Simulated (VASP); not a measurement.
# Ca: single point with revPBE

Crystal: Ca.

```xyz
1
Lattice="3.5424 0.0000 0.0000 0.0000 3.5424 0.0000 0.0000 0.0000 3.5424" Properties=species:S:1:pos:R:3 pbc="T T T"
Ca    0.0000    0.0000    0.0000
```

This cell differs from its parent crystal: volume scaled by 0.96.

- Program: VASP 6.6.1
- Task: single point
- Functional: revPBE
- Potentials or basis: VASP PAW PBE potentials, release 64 (Ca_sv)
- Cutoff: 520 eV
- k mesh: 10 × 10 × 10
- Occupations: fermi-dirac, width 0.1 eV
- Spin: no spin polarisation
- Dipole correction: no
- Further INCAR settings: ALGO = Normal; EDIFF = 1e-06; NBANDS = 11

```yaml
Pressure: 0.4 GPa
Band_gap_on_the_k_mesh: zero (band 5 reaches 2.47 eV, above the bottom of band 6 at 1.22 eV)
```

Levels at points of the mesh, in eV from the Fermi level:
```tsv
k point	band 2	band 3	band 4	band 5	band 6	band 7	band 8	band 9
(0.00, 0.00, 0.00)	-23.24	-23.24	-23.24	-3.82	0.85	0.85	3.98	3.98
(0.50, 0.00, 0.00)	-23.43	-23.23	-23.23	-1.19	-0.57	1.34	2.81	2.81
(0.50, 0.50, 0.00)	-23.41	-23.41	-23.21	-0.35	0.91	2.24	2.24	3.09
(0.50, 0.50, 0.50)	-23.38	-23.38	-23.38	0.69	0.69	0.69	4.71	4.71
```

It took 22 s on 1 thread of AMD EPYC 9R45 (Zen 5), on a shared host, peak memory 0.13 GiB.

Caveat: the PAW data sets were made with another functional, which shifts forces and pressure a little.
